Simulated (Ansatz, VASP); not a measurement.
CdI2 in VASP and in Ansatz

```
Cd I
1.0
     4.31071    0.00000    0.00000
    -2.15536    3.73319    0.00000
     0.00000    0.00000    6.99845
Cd I
1 2
Direct
  0.00000 0.00000 0.00000
  0.33333 0.66667 0.24298
  0.66667 0.33333 0.75702
```

Change from the starting cell: hydrostatic strain +1.5%.

Alike in both runs: task single point; functional PBE; k mesh 12 × 12 × 4; occupations fermi-dirac, width 0.02 eV; no spin polarisation.

|  | VASP | Ansatz |
| --- | --- | --- |
| version | VASP 6.6.1 | Ansatz 0.2.0 |
| potentials or method | VASP PAW PBE potentials, release 64 (Cd, I) | plane waves, PAW |
| plane-wave cutoff (eV) | 500 | 420 |
| valence electrons in the cell | 26 | 54 |

VASP gave:

| Quantity | Value |
| --- | --- |
| gap on the k mesh at the Fermi level (eV) | 2.42 |
| pressure (GPa) | 0.9 |
| traceless stress, the component that is largest in VASP (GPa) | 0.23 |
| rms of the force components (eV/Å) | 0.038 |

What did Ansatz give for the same quantities?

gap on the k mesh at the Fermi level (eV): 2.43; pressure (GPa): 0.8; traceless stress, the component that is largest in VASP (GPa): 0.24; rms of the force components (eV/Å): 0.029.

Atom by atom the forces differ by 0.009 eV/Å (rms over components). VASP's potentials hold 26 valence electrons a cell and Ansatz's 54, so a difference there can come from the potentials and not from the codes.

Spin-orbit coupling is off throughout.
